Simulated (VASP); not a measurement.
**CaSeN4: single point with PBE**

CaSeN4:

```xyz
12
Lattice="5.3481 0.5129 -0.8898 -0.4561 5.7992 0.7214 0.0495 0.7344 7.5695" Properties=species:S:1:pos:R:3 pbc="T T T"
Ca    3.9943    1.9432    6.2752
Ca    0.9899    1.0159    4.2491
Se    0.0394    4.4811    7.3193
Se    4.6663    5.0824    1.9111
N     3.1802    6.1062    3.7864
N     1.8785    4.7959    2.5785
N     2.9413    3.2288    3.7280
N     2.1703    2.3421    1.8386
N     5.1571    2.7618    0.9336
N     2.7150    4.2674    0.3797
N     1.4758    0.8706    0.3452
N     2.6731    4.5338    5.5493
```

```json
{"Program": "VASP 6.6.1", "Task": "single point", "Functional": "PBE", "Potentials or basis": "VASP PAW PBE potentials, release 64 (Ca_sv, Se, N)", "Cutoff": "520 eV", "k mesh": "4 × 3 × 3, shifted", "Occupations": "fermi-dirac, width 0.1 eV", "Spin": "no spin polarisation", "Dipole correction": "no", "k mesh for the DOS": "6 × 5 × 5", "Occupations for the DOS": "tetrahedron", "Further INCAR settings": "ALGO = Normal; EDIFF = 1e-07; NBANDS = 48"}
```

The valence electrons inside the program's atomic spheres are Ca 8.00, 7.98; Se 3.56, 3.50; N 3.28, 3.22, 3.31, 3.19, 3.27, 3.26, 3.29 (each value once).

Levels at points of the mesh, in eV from the Fermi level:
| k point | band 34 | band 35 | band 36 | band 37 | band 38 | band 39 |
| --- | --- | --- | --- | --- | --- | --- |
| (0.00, 0.00, 0.00) | -0.45 | -0.20 | 0.02 | 0.28 | 0.48 | 0.61 |
| (0.50, 0.00, 0.00) | -0.45 | -0.39 | -0.11 | 0.04 | 0.16 | 0.31 |

Wall time 25 min on 1 thread of Intel(R) Xeon(R) Platinum 8259CL CPU @ 2.50GHz (Skylake/Cascade Lake) (shared host), peak memory 0.8 GiB.

Caveat: the k points lie up to 0.37 Å⁻¹ apart.
